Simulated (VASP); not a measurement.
Crystal: AlIn2As3.

```
Al In As
1.0
     4.19000    0.00000    0.00000
    -2.09500    3.62865    0.00000
     0.00000    0.00000   10.25000
Al In As
1 2 3
Cartesian
  0.0000 0.0000 0.0000
  2.0950 1.2095 6.8337
  0.0000 2.4191 3.4163
  2.0950 1.2095 9.3962
  0.0000 0.0000 2.5625
  0.0000 2.4191 5.9788
```

```yaml
Program: VASP 6.6.1
Task: relaxation of cell and atoms
Functional: PBE
Potentials_or_basis: VASP PAW PBE potentials, release 64 (Al, In_d, As)
Cutoff: 500 eV
k_mesh: 5 × 5 × 2
Occupations: gaussian, width 0.2 eV
Spin: no spin polarisation
```

At the start: pressure 4.0 GPa; volume 25.97 Å³/atom.

Q: Where does the relaxation end?

A: Over 8 steps the energy falls by 47.0 meV/atom and the volume is 27.53 Å³/atom (+6.0 %); space group P3m1 (No. 156, to 0.1 Å) before and after.

The path:
```
step  energy change (eV)  largest force (eV/Å)  pressure (GPa)  volume (Å³)
   1              0.0000                1.2568            4.02       155.84
   2             -0.1965                0.4917           -1.50       170.99
   3             -0.2045                0.6073           -0.71       168.24
   4             -0.2445                0.3344           -0.37       166.83
   5             -0.2676                0.3391            0.22       164.67
   6             -0.2799                0.1910            0.02       165.13
   7             -0.2806                0.1449           -0.03       165.28
   8             -0.2820                0.0411           -0.01       165.18
```

Final structure:
```
CELL_PARAMETERS angstrom
4.27394 0.00000 0.00000
-2.13697 3.70134 0.00000
0.00000 0.00000 10.44189
ATOMIC_POSITIONS crystal
Al 0.00000 0.00000 0.99952
In 0.66667 0.33333 0.67417
In 0.33333 0.66667 0.32732
As 0.66667 0.33333 0.93072
As 0.00000 0.00000 0.23618
As 0.33333 0.66667 0.58209
```

Caveat: the relaxation stopped at a loose force limit of 0.08 eV/Å, so its end isn't a converged minimum.
